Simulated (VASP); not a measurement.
# BaF2 (Fm-3m) in VASP: single point with PBE-based screened hybrid with 100 % exact exchange

Aim: the single point of BaF2 with PBE-based screened hybrid with 100 % exact exchange.

Everything below comes from runs of VASP 6.6.1. Logs are shortened: lines on timing, memory, paths and dates and some standing lists are left out, and cuts for length are marked.

### Step 1. The cell of the first run

Symmetry: Fm-3m, No. 225, cubic system. The conventional cell has a = 6.194 Å, b = 6.194 Å, c = 6.194 Å, α = 90.00°, β = 90.00°, γ = 90.00°. Ba (site symmetry m-3m) has 8 F at 2.68 Å within 3.5 Å. F (site symmetry -43m) has 4 Ba at 2.68 Å and 6 F at 3.10 Å within 3.5 Å.

### Step 2. Single point, PBE-based screened hybrid with 100 % exact exchange

POSCAR

```
BaF2
1.0
    0.0000000000      3.0971637718      3.0971637718
    3.0971637718      0.0000000000      3.0971637718
    3.0971637718      3.0971637718      0.0000000000
Ba F
1 2
Direct
    0.0000000000      0.0000000000      0.0000000000
    0.2500000000      0.2500000000      0.2500000000
    0.7500000000      0.7500000000      0.7500000000
```

INCAR.step1

```
ALGO = Normal
EDIFF = 1E-5
ENCUT = 520
GGA = PE
GGA_COMPAT = F
ISIF = 2
ISMEAR = 0
LASPH = T
LCHARG = F
LREAL = F
LWAVE = T
NBANDS = 19
NELM = 120
PREC = Accurate
SIGMA = 0.01
```

INCAR.step2

```
AEXX = 1.0
AGGAC = 1.0
ALDAC = 1.0
ALGO = Normal
EDIFF = 1E-6
ENCUT = 520
GGA = PE
GGA_COMPAT = F
HFSCREEN = 0.1
ISIF = 2
ISMEAR = 0
ISTART = 1
LASPH = T
LCHARG = F
LHFCALC = T
LREAL = F
LWAVE = F
NBANDS = 19
NELM = 120
PREC = Accurate
PRECFOCK = Normal
SIGMA = 0.01
```

KPOINTS

```
k-points
0
Gamma
  4 4 4
```

Potentials or basis: VASP PAW PBE potentials, release 64 (Ba_sv, F).

The run is started by

```
$ cat potpaw_PBE.64/Ba_sv/POTCAR potpaw_PBE.64/F/POTCAR > POTCAR
$ cp INCAR.step1 INCAR
$ mpirun -np 1 vasp_std > vasp.out
$ cp INCAR.step2 INCAR
$ mpirun -np 1 vasp_std > vasp.out
```

OUTCAR:

```text
AEXX = 1.0
   EDIFF = 1E-6
   ENCUT = 520
   GGA = PE
   HFSCREEN = 0.1
   ISIF = 2
   ISMEAR = 0
   ISTART = 1
   LASPH = T
   LHFCALC = T
   LREAL = F
   NELM = 120
   PREC = Accurate
   PRECFOCK = Normal

 ion  position               nearest neighbor table
   1  0.000  0.000  0.000-   3 2.68   3 2.68   3 2.68   2 2.68   3 2.68   2 2.68   2 2.68   2 2.68

   2  0.250  0.250  0.250-   1 2.68   1 2.68   1 2.68   1 2.68
   3  0.750  0.750  0.750-   1 2.68   1 2.68   1 2.68   1 2.68

  LATTYP: Found a face centered cubic cell.
 ALAT       =     6.1943275436

  Lattice vectors:

 A1 = (   0.0000000000,   3.0971637718,   3.0971637718)
 A2 = (   3.0971637718,   0.0000000000,   3.0971637718)
 A3 = (   3.0971637718,   3.0971637718,   0.0000000000)

Analysis of symmetry for initial positions (statically):
=====================================================================
 Subroutine PRICEL returns:
 Original cell was already a primitive cell.

 Routine SETGRP: Setting up the symmetry group for a
 face centered cubic supercell.

 Subroutine GETGRP returns: Found 48 space group operations
 (whereof 48 operations were pure point group operations)
 out of a pool of 48 trial point group operations.

The static configuration has the point symmetry O_h .

Analysis of symmetry for dynamics (positions and initial velocities):
=====================================================================
 Subroutine PRICEL returns:
 Original cell was already a primitive cell.

 Routine SETGRP: Setting up the symmetry group for a
 face centered cubic supercell.

 Subroutine GETGRP returns: Found 48 space group operations
 (whereof 48 operations were pure point group operations)
 out of a pool of 48 trial point group operations.

The dynamic configuration has the point symmetry O_h .

 Subroutine INISYM returns: Found 48 space group operations
 (whereof 48 operations are pure point group operations),
 and found     1 'primitive' translations

----------------------------------------------------------------------------------------

                                     Primitive cell

  volume of cell :      59.4186

  direct lattice vectors                    reciprocal lattice vectors
     0.000000000  3.097163772  3.097163772    -0.161438024  0.161438024  0.161438024
     3.097163772  0.000000000  3.097163772     0.161438024 -0.161438024  0.161438024
     3.097163772  3.097163772  0.000000000     0.161438024  0.161438024 -0.161438024

  length of vectors
     4.380051011  4.380051011  4.380051011     0.279618860  0.279618860  0.279618860

  position of ions in fractional coordinates (direct lattice)
     0.000000000  0.000000000  0.000000000
     0.250000000  0.250000000  0.250000000
     0.750000000  0.750000000  0.750000000

  ion indices of the primitive-cell ions
   primitive index   ion index
                 1           1
                 2           2
                 3           3

----------------------------------------------------------------------------------------

 KPOINTS: k-points

Automatic generation of k-mesh.
 Grid dimensions read from file:
 generate k-points for:    4    4    4

 Generating k-lattice:

  Cartesian coordinates                     Fractional coordinates (reciprocal lattice)
    -0.040359506  0.040359506  0.040359506     0.250000000  0.000000000  0.000000000
     0.040359506 -0.040359506  0.040359506     0.000000000  0.250000000  0.000000000
     0.040359506  0.040359506 -0.040359506     0.000000000  0.000000000  0.250000000

  Length of vectors
     0.069904715  0.069904715  0.069904715

  Shift w.r.t. Gamma in fractional coordinates (k-lattice)
     0.000000000  0.000000000  0.000000000

 Subroutine IBZKPT returns following result:
 ===========================================

 Found      8 irreducible k-points:

 Following reciprocal coordinates:
            Coordinates               Weight
  0.000000  0.000000  0.000000      1.000000
  0.250000  0.000000  0.000000      8.000000
  0.500000  0.000000  0.000000      4.000000
  0.250000  0.250000  0.000000      6.000000
  0.500000  0.250000  0.000000     24.000000
 -0.250000  0.250000  0.000000     12.000000
  0.500000  0.500000  0.000000      3.000000
 -0.250000  0.500000  0.250000      6.000000
   k-points           NKPTS =      8   k-points in BZ     NKDIM =     64   number of bands    NBANDS=     19
   number of dos      NEDOS =    301   number of ions     NIONS =      3
   total plane-waves  NPLWV =  46656
   dimension x,y,z NGX =    36 NGY =   36 NGZ =   36
   dimension x,y,z NGXF=    72 NGYF=   72 NGZF=   72
   ions per type =               1   2
   NGX,Y,Z   is equivalent  to a cutoff of  13.66, 13.66, 13.66 a.u.
   NGXF,Y,Z  is equivalent  to a cutoff of  27.33, 27.33, 27.33 a.u.
 SYSTEM =  unknown system
   PREC   = accura    normal or accurate (medium, high low for compatibility)
   ISTART =      1    job   : 0-new  1-cont  2-samecut
   ICHARG =      0    charge: 1-file 2-atom 10-const
   ISPIN  =      1    spin polarized calculation?
   LNONCOLLINEAR =      F non collinear calculations
   LSORBIT =      F    spin-orbit coupling
   LASPH  =      T    aspherical Exc in radial PAW
   ENCUT  =  520.0 eV  38.22 Ry    6.18 a.u.   8.14  8.14  8.14*2*pi/ulx,y,z
   NELM   =    120;   NELMIN=  2; NELMDL=  0     # of ELM steps
   EDIFF  = 0.1E-05   stopping-criterion for ELM
   LREAL  =      F    real-space projection
   EDIFFG = 0.1E-04   stopping-criterion for IOM
   NSW    =      0    number of steps for IOM
   IBRION =     -1    ionic relax: 0-MD 1-quasi-New 2-CG
   NFREE  =      0    steps in history (QN), initial steepest desc. (CG)
   ISIF   =      2    stress and relaxation
   ISYM   =      3    0-nonsym 1-usesym 2-fastsym
   POTIM  = 0.5000    time-step for ionic-motion
   TEBEG  =    0.0;   TEEND  =   0.0 temperature during run
   PSTRESS=    0.0 pullay stress
   NELECT =      24.0000    total number of electrons
   NUPDOWN=      -1.0000    fix difference up-down
   EMIN   =  10.00;   EMAX   =-10.00  energy-range for DOS
   EFERMI =   0.00;   METHOD = LEGACY
   ISMEAR =     0;   SIGMA  =   0.01  broadening in eV -4-tet -1-fermi 0-gaus
   EFERMI_NEDOS =   21; number of points for ismear=-14 and -15
   IALGO  =     38    algorithm
   IMIX   =      1    mixing-type and parameters
     AMIX     =   0.40;   BMIX     =  1.00
     AMIX_MAG =   1.60;   BMIX_MAG =  1.00
  volume/ion in A,a.u.               =      19.81       133.66
  Fermi-wavevector in a.u.,A,eV,Ry     =   1.210146  2.286844 19.925095  1.464453
  Thomas-Fermi vector in A             =   2.345702
   LORBIT       =      0    0 simple, 1 ext, 2 COOP (PROOUT), +10 PAW based schemes
   GGA     = PE    functional components
   LHFCALC =     T    Hartree Fock is set to
   PRECFOCK=normal    Normal, Fast or Accurate (Low or Medium for compatibility)
   ENCUT4O =  -1.0   cutoff for four orbital integrals eV
   NKREDX  =     1    reduce k-point grid by
   NKREDY  =     1    reduce k-point grid by
   NKREDZ  =     1    reduce k-point grid by
   AEXX    =    1.0000 exact exchange contribution
   HFSCREEN=    0.1000 screening length (either q_TF or 0.3 A-1)
   HFSCREENC=   0.1000 screening length for correlation (either q_TF or 0.3 A-1)
   ENCUTFOCK=  -1.0 apply spherical cutoff to Coloumb kernel
   IVDW    =     0    specifies the selected vdW correction
   LEPSILON=     F    determine dielectric tensor
   LRPA    =     F    only Hartree local field effects (RPA)
 non-spin polarized calculation
 Gauss-broadening in eV      SIGMA  =   0.01
  energy-cutoff  :      520.00
  volume of cell :       59.42
 maximum number of plane-waves:      1639
 NGX is ok and might be reduce to    36
  NGX = 28; NGY = 28; NGZ = 28

 number of electron      24.0000001 magnetization

 Free energy of the ion-electron system (eV)
  ---------------------------------------------------
  ext. energy  EPLUGINS =         0.00000000
  ---------------------------------------------------
  free energy    TOTEN  =       -32.49552923 eV

  energy without entropy =      -32.49552923  energy(sigma->0) =      -32.49552923

 E-fermi :  -9.2754     XC(G=0):  -1.9127

 val. band max:       -9.4406904848   @ k =  -0.2500   0.2500   0.0000
 cond. band min:       7.0000509741   @ k =   0.0000   0.0000   0.0000
 fundamental gap:     16.4407414589
 Fermi energy:        -9.2754085379

 k-point     1 :       0.0000    0.0000    0.0000
  band No.  band energies     occupation
      1     -36.5618      2.00000
      2     -34.7902      2.00000
      3     -33.7774      2.00000
      4     -16.3499      2.00000
      5     -16.3499      2.00000
      6     -16.3499      2.00000
[... 11 lines left out ...]
     18      12.9342      0.00000
     19      16.1884      0.00000

 k-point     2 :       0.2500    0.0000    0.0000
  band No.  band energies     occupation
      1     -36.2810      2.00000
      2     -34.8558      2.00000
      3     -34.0724      2.00000
      4     -16.5172      2.00000
      5     -16.5126      2.00000
      6     -16.5126      2.00000
[... 11 lines left out ...]
     18      12.9948      0.00000
     19      14.5542      0.00000

 k-point     3 :       0.5000    0.0000    0.0000
  band No.  band energies     occupation
      1     -35.8490      2.00000
      2     -35.0318      2.00000
      3     -34.4088      2.00000
      4     -16.6602      2.00000
      5     -16.6602      2.00000
      6     -16.6322      2.00000
[... 11 lines left out ...]
     18      13.1241      0.00000
     19      15.5352      0.00000

 k-point     4 :       0.2500    0.2500    0.0000
  band No.  band energies     occupation
      1     -36.1755      2.00000
      2     -34.8579      2.00000
      3     -34.2017      2.00000
      4     -16.7418      2.00000
      5     -16.7418      2.00000
      6     -16.2066      2.00000
[... 11 lines left out ...]
     18      13.2046      0.00000
     19      16.3222      0.00000

 k-point     5 :       0.5000    0.2500    0.0000
  band No.  band energies     occupation
      1     -35.6804      2.00000
      2     -34.9815      2.00000
      3     -34.6535      2.00000
      4     -16.8796      2.00000
      5     -16.8786      2.00000
      6     -16.3514      2.00000
[... 11 lines left out ...]
     18      13.8211      0.00000
     19      15.3387      0.00000

 k-point     6 :      -0.2500    0.2500    0.0000
  band No.  band energies     occupation
      1     -35.8823      2.00000
      2     -34.9385      2.00000
      3     -34.4687      2.00000
      4     -16.6862      2.00000
      5     -16.6672      2.00000
      6     -16.6355      2.00000
[... 11 lines left out ...]
     18      13.7522      0.00000
     19      15.4164      0.00000

 k-point     7 :       0.5000    0.5000    0.0000
  band No.  band energies     occupation
      1     -35.3073      2.00000
      2     -35.1081      2.00000
      3     -34.9244      2.00000
      4     -17.0782      2.00000
      5     -17.0782      2.00000
      6     -16.0334      2.00000
[... 11 lines left out ...]
     18      13.8947      0.00000
     19      16.2319      0.00000

 k-point     8 :      -0.2500    0.5000    0.2500
  band No.  band energies     occupation
      1     -35.3071      2.00000
      2     -35.0175      2.00000
      3     -35.0175      2.00000
      4     -17.1070      2.00000
      5     -16.5735      2.00000
      6     -16.5735      2.00000
[... 11 lines left out ...]
     18      16.2701      0.00000
     19      16.3616      0.00000

------------------------ aborting loop because EDIFF is reached ----------------------------------------

  FORCE on cell =-STRESS in cart. coord.  units (eV):
  Direction    XX          YY          ZZ          XY          YZ          ZX
  --------------------------------------------------------------------------------------
  -------------------------------------------------------------------------------------
  Total       -0.7830006     -0.7830006     -0.7830006      0.0000000      0.0000000      0.0000000
  in kB      -21.1130118    -21.1130118    -21.1130118      0.0000000      0.0000000      0.0000000
  external PRESSURE =     -21.1130118 kB  Pullay stress =       0.0000000 kB

 VOLUME and BASIS-vectors are now :
 -----------------------------------------------------------------------------
  energy-cutoff  :      520.00
  volume of cell :       59.42
      direct lattice vectors                 reciprocal lattice vectors
     0.000000000  3.097163772  3.097163772    -0.161438024  0.161438024  0.161438024
     3.097163772  0.000000000  3.097163772     0.161438024 -0.161438024  0.161438024
     3.097163772  3.097163772  0.000000000     0.161438024  0.161438024 -0.161438024

 POSITION                                       TOTAL-FORCE (eV/Angst)
 -----------------------------------------------------------------------------------
      0.00000      0.00000      0.00000        -0.000000     -0.000000     -0.000000
      1.54858      1.54858      1.54858        -0.000000     -0.000000     -0.000000
      4.64575      4.64575      4.64575         0.000000      0.000000      0.000000
 -----------------------------------------------------------------------------------
    total drift:                                0.000002      0.000001      0.000001

  FREE ENERGIE OF THE ION-ELECTRON SYSTEM (eV)
  ---------------------------------------------------
  free  energy   TOTEN  =       -32.4955292329 eV

  energy  without entropy=      -32.4955292329  energy(sigma->0) =      -32.49552923
```

It took 33 min on 1 thread of Intel Xeon Platinum 8488C (Sapphire Rapids), shared host; peak memory 0.32 GiB.

What came out:

* Free energy: -32.4955 eV
* Pressure: -2.1 GPa
* Band gap on the k mesh: 16.44 eV (least direct gap 16.60 eV)

Levels at points of the mesh, in eV from the valence-band top:
```csv
k point,band 8,band 9,band 10,band 11,band 12,band 13,band 14,band 15,band 16,band 17
"(0.00, 0.00, 0.00)",-1.81,-1.81,-0.16,-0.16,-0.16,16.44,19.59,19.59,22.37,22.37
"(0.50, 0.00, 0.00)",-1.34,-0.91,-0.35,-0.14,-0.14,19.28,19.50,19.50,19.55,22.56
"(0.50, 0.50, 0.00)",-0.59,-0.59,-0.37,-0.16,-0.16,16.84,19.49,21.42,23.04,23.04
```

Caveat: the k points lie up to 0.44 Å⁻¹ apart; the PAW data sets were made with another functional, which shifts forces and pressure a little; spin-orbit coupling is left out, which moves the levels of the heavy elements. A k mesh can miss the band edges.
